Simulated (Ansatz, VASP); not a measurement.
**HfB2 in VASP and in Ansatz**

```
Hf B
1.0
     3.16080    0.00000    0.00000
    -1.58040    2.73733    0.00000
     0.00000    0.00000    3.50305
Hf B
1 2
Direct
  0.00000 0.00000 0.00000
  0.33333 0.66667 0.50000
  0.66667 0.33333 0.50000
```

Change from the starting cell: volume scaled by 1.02, PAW files.

Alike in both runs: task electric field gradients; functional PBE; k mesh 13 × 13 × 11; occupations fermi-dirac, width 0.05 eV; no spin polarisation.

|  | VASP | Ansatz |
| --- | --- | --- |
| version | VASP 6.6.1 | Ansatz 0.2.0 |
| potentials or method | VASP PAW PBE potentials, release 64 (Hf_pv, B) | PAW with Ansatz's default frozen-core files, scalar-relativistic |
| plane-wave cutoff (eV) | 520 | 420 |
| valence electrons in the cell | 16 | 32 |

Ansatz gave:

* pressure (GPa): -3.5
* traceless stress, the component that is largest in VASP (GPa): 0.40
* size of Vzz on the site where it differs most (V/Å²): 104.4

Estimate VASP's values.

pressure (GPa): -3.9; traceless stress, the component that is largest in VASP (GPa): 0.56; size of Vzz on the site where it differs most (V/Å²): 76.0.

With one functional, cell and mesh, what is left measures potentials, basis and numerics. VASP's potentials hold 16 valence electrons a cell and Ansatz's 32, so a difference there can come from the potentials and not from the codes.

Spin-orbit coupling is off throughout.
